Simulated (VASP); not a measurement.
Here is a VASP 6.6.1 calculation.

The input INCAR:

```
PREC = Accurate
ENCUT = 520
EDIFF = 1E-6
ISMEAR = -1
SIGMA = 0.05
LREAL = Auto
LASPH = True
NELM = 60
ALGO = Normal
ISIF = 2
LWAVE = False
LCHARG = False
GGA = PE
IVDW = 12
IBRION = 2
NSW = 80
EDIFFG = -0.03
KPAR = 4
```

Contents of KPOINTS:

```
regular mesh
0
Gamma
  3 3 3
```

POSCAR

```
W16F
1.0
    6.3200000000      0.0000000000      0.0000000000
    0.0000000000      6.3200000000      0.0000000000
    0.0000000000      0.0000000000      6.3200000000
W F
16 1
Direct
    0.0000000000      0.0000000000      0.0000000000
    0.5000000000      0.0000000000      0.0000000000
    0.0000000000      0.5000000000      0.0000000000
    0.0000000000      0.0000000000      0.5000000000
    0.2500000000      0.2500000000      0.2500000000
    0.5000000000      0.5000000000      0.0000000000
    0.5000000000      0.0000000000      0.5000000000
    0.7500000000      0.2500000000      0.2500000000
    0.0000000000      0.5000000000      0.5000000000
    0.2500000000      0.7500000000      0.2500000000
    0.2500000000      0.2500000000      0.7500000000
    0.5000000000      0.5000000000      0.5000000000
    0.7500000000      0.7500000000      0.2500000000
    0.7500000000      0.2500000000      0.7500000000
    0.2500000000      0.7500000000      0.7500000000
    0.7500000000      0.7500000000      0.7500000000
    0.7420958000      0.0033972000      0.6236532000
```

Potentials or basis: VASP PAW PBE potentials, release 64 (W_sv, F).

The run is started by

```bash
$ cat potpaw_PBE.64/W_sv/POTCAR potpaw_PBE.64/F/POTCAR > POTCAR
$ mpirun -np 4 vasp_std > vasp.out
```

**Question.** What does it give for the dispersion energy per atom?

**Answer.** -0.675 eV.

**Question.** Estimate the band gap on the k mesh.

**Answer.** Zero (an odd number of electrons rules out a gap without spin polarisation).

Stress tensor (GPa, compression positive):
```
13.95  0.00  0.06
 0.00 13.95  0.03
 0.06  0.03 16.10
```

Caveat: spin-orbit coupling is left out, which moves the levels of the heavy elements.
